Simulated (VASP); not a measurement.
Wanted: the native input for a VASP 6.6.1 run.

```
Task                   : single point
Functional             : PBEsol
Potentials or basis    : VASP PAW PBE potentials, release 64 (Sn_d)
Cutoff                 : 520 eV
k mesh                 : 16 × 16 × 16
Occupations            : gaussian, width 0.15 eV
Spin                   : no spin polarisation
Dipole correction      : no
Further INCAR settings : ALGO = Fast; EDIFF = 1e-06; NBANDS = 21
```

The structure of Sn lies in POSCAR:

```
Sn
1.0
    0.0000000000      3.2707792804      3.2707792804
    3.4424951926      0.0000000000      3.2707792804
    3.4424951926      3.2707792804      0.0000000000
Sn
2
Direct
    0.5000000000      0.5000000000      0.5000000000
    0.7500000000      0.7500000000      0.7500000000
```

This cell differs from its parent crystal: strain +0.0525 x Voigt [1, 0, 0, 0, 0, 0].

These files were run (other wordings do the same):

INCAR

```
SYSTEM = Sn
PREC = Accurate ; ENCUT = 520
EDIFF = 1E-6 ; ISMEAR = 0
SIGMA = 0.15 ; LREAL = .False.
LASPH = .True. ; NELM = 100
ALGO = Fast ; ISIF = 2
LWAVE = .False. ; LCHARG = .True.
GGA = PS ; LELF = .True.
LVHAR = .True. ; NBANDS = 21
```

KPOINTS

```
regular mesh
0
Gamma
  16 16 16
  0 0 0
```

Potentials or basis: VASP PAW PBE potentials, release 64 (Sn_d).

Command:

```console
$ cat potpaw_PBE.64/Sn_d/POTCAR > POTCAR
$ mpirun -np 1 vasp_std > vasp.out
```

Results of the run:

| Property | Result |
| --- | --- |
| Pressure | -2.0 GPa |
| Band gap on the k mesh | zero (band 14 reaches 4.93 eV, above the bottom of band 15 at 4.50 eV) |

Caveat: the cell differs from its parent crystal (strain +0.0525 x Voigt [1, 0, 0, 0, 0, 0]); the PAW data sets were made with another functional, which shifts forces and pressure a little; spin-orbit coupling is left out, which moves the levels of the heavy elements.

Wall time 2.9 min on 1 thread of Intel(R) Xeon(R) 6975P-C (Granite Rapids) (shared host), peak memory 0.52 GiB.
